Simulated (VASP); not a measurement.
Wanted: the native input for a VASP 6.6.1 run.

```
Task                   : single point
Functional             : LDA
Potentials or basis    : VASP PAW LDA potentials, release 64 (Ir)
Cutoff                 : 520 eV
k mesh                 : 20 × 20 × 20
Occupations            : gaussian, width 0.15 eV
Spin                   : no spin polarisation
Dipole correction      : no
Further INCAR settings : ALGO = Fast; EDIFF = 1e-06; NBANDS = 10
```

The structure of Ir lies in POSCAR:

```
Ir
1.0
   -0.1571959996      1.8006087226      1.8006087226
    1.7482100561     -0.1047973331      1.7482100561
    1.9054060557      1.9054060557     -0.2619933327
Ir
1
Direct
    0.0000000000      0.0000000000      0.0000000000
```

This cell differs from its parent crystal: engineering shear strain xz -0.1650, engineering shear strain yz -0.1100.

The input as run:

INCAR

```
SYSTEM = Ir
  PREC = Accurate
  ENCUT = 520
  EDIFF = 1E-6
  ISMEAR = 0
  SIGMA = 0.15
  LREAL = .FALSE.
  LASPH = .TRUE.
  NELM = 80
  ALGO = Fast
  ISIF = 2
  LWAVE = .FALSE.
  LCHARG = .FALSE.
  NBANDS = 10
```

KPOINTS

```
regular mesh
0
G
  20 20 20
  0 0 0
```

Potentials or basis: VASP PAW LDA potentials, release 64 (Ir).

Command:

```sh
$ cat potpaw_LDA.64/Ir/POTCAR > POTCAR
$ mpirun -np 1 vasp_std > vasp.out
```

It gave:

- Pressure: 24.2 GPa
- Band gap on the k mesh: zero (an odd number of electrons rules out a gap without spin polarisation)

Caveat: the cell differs from its parent crystal (engineering shear strain xz -0.1650, engineering shear strain yz -0.1100); the cell stands under pressure; spin-orbit coupling is left out, which moves the levels of the heavy elements.

Run time: 8.4 min on 1 thread of Intel Xeon 8259CL, with other jobs on the host, peak memory 0.65 GiB.
